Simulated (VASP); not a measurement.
A run of VASP 6.6.1 is set up as follows.

POSCAR

```
CdSe
1.0
    0.0000000000      3.0677809692      3.0677809692
    3.0677809692      0.0000000000      3.0677809692
    3.0677809692      3.0677809692      0.0000000000
Cd Se
1 1
Direct
    0.0000000000      0.0000000000      0.0000000000
    0.2500000000      0.2500000000      0.2500000000
```

File INCAR.step1:

```
ALGO = Normal ; EDIFF = 1E-5
ENCUT = 520 ; GGA = PE
ISIF = 2 ; ISMEAR = 0
LASPH = True ; LREAL = False
LWAVE = True ; NBANDS = 16
NELM = 100 ; PREC = Accurate
SIGMA = 0.01
```

INCAR.step2

```
ALGO = Normal ; EDIFF = 1E-6
ENCUT = 520 ; GGA = PE
HFSCREEN = 0.2079 ; ISIF = 2
ISMEAR = 0 ; ISTART = 1
LASPH = True ; LCHARG = True
LELF = True ; LHFCALC = True
LREAL = False ; LVHAR = True
LWAVE = False ; NBANDS = 16
NELM = 100 ; PREC = Accurate
PRECFOCK = Normal ; SIGMA = 0.01
```

KPOINTS

```
k-points
0
Gamma
  6 6 6
```

Potentials or basis: VASP PAW PBE potentials, release 64 (Cd, Se).

Run with:

```sh
$ cat potpaw_PBE.64/Cd/POTCAR potpaw_PBE.64/Se/POTCAR > POTCAR
$ cp INCAR.step1 INCAR
$ mpirun -np 1 vasp_std > vasp.out
$ cp INCAR.step2 INCAR
$ mpirun -np 1 vasp_std > vasp.out
```

(1) Predict the pressure.

(2) Predict the band gap on the k mesh.

Results:

(1) 0.4 GPa.

(2) 1.49 eV.

Caveat: the structure was generated, so it needn't be the stable form of CdSe; the PAW data sets were made with another functional, which shifts forces and pressure a little.
